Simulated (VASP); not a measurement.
A run of VASP 6.6.1:

Contents of POSCAR:

```
HgS
1.0
    0.0000000000      2.9651863289      2.9651863289
    2.9651863289      0.0000000000      2.9651863289
    2.9651863289      2.9651863289      0.0000000000
Hg S
1 1
Direct
    0.0000000000      0.0000000000      0.0000000000
    0.2500000000      0.2500000000      0.2500000000
```

Contents of INCAR.step1:

```
SYSTEM = HgS
PREC     = Accurate       ! precision mode
ENCUT    = 400            ! plane-wave cutoff, eV
EDIFF    = 1E-5           ! SCF threshold, eV
ISMEAR   = 0              ! smearing method
SIGMA    = 0.01           ! smearing width, eV
LREAL    = .FALSE.        ! projectors in reciprocal space
LASPH    = .TRUE.         ! aspherical terms in the spheres
NELM     = 120            ! most SCF steps
ALGO     = Normal         ! electronic algorithm
ISIF     = 2              ! what is computed and relaxed
LWAVE    = .TRUE.         ! write WAVECAR
LCHARG   = .FALSE.        ! write CHGCAR
NBANDS   = 16             ! bands
GGA      = PE             ! functional
GGA_COMPAT= .FALSE.
```

File INCAR.step2:

```
SYSTEM = HgS
PREC     = Accurate       ! precision mode
ENCUT    = 400            ! plane-wave cutoff, eV
EDIFF    = 1E-6           ! SCF threshold, eV
ISMEAR   = 0              ! smearing method
SIGMA    = 0.01           ! smearing width, eV
LREAL    = .FALSE.        ! projectors in reciprocal space
LASPH    = .TRUE.         ! aspherical terms in the spheres
NELM     = 120            ! most SCF steps
ALGO     = Normal         ! electronic algorithm
ISIF     = 2              ! what is computed and relaxed
LWAVE    = .FALSE.        ! write WAVECAR
LCHARG   = .FALSE.        ! write CHGCAR
GGA      = PE             ! functional
LHFCALC  = .TRUE.         ! exact exchange
AEXX     = 0.25           ! exact-exchange fraction
PRECFOCK = Normal       
NBANDS   = 16             ! bands
ISTART   = 1            
GGA_COMPAT= .FALSE.
```

The input KPOINTS:

```
regular mesh
0
G
  6 6 6
  0 0 0
```

Potentials or basis: VASP PAW PBE potentials, release 64 (Hg, S).

Command:

```console
$ cat potpaw_PBE.64/Hg/POTCAR potpaw_PBE.64/S/POTCAR > POTCAR
$ cp INCAR.step1 INCAR
$ mpirun -np 1 vasp_std > vasp.out
$ cp INCAR.step2 INCAR
$ mpirun -np 1 vasp_std > vasp.out
```

Hardware: 1 thread of Intel(R) Xeon(R) Platinum 8259CL CPU @ 2.50GHz (Skylake/Cascade Lake) (shared host).

Problem. Estimate the wall time of this run.

Solution. Run time: 34 min on 1 thread of Intel(R) Xeon(R) Platinum 8259CL CPU @ 2.50GHz (Skylake/Cascade Lake), on a shared host, peak memory 0.19 GiB. Counts: k points 16.
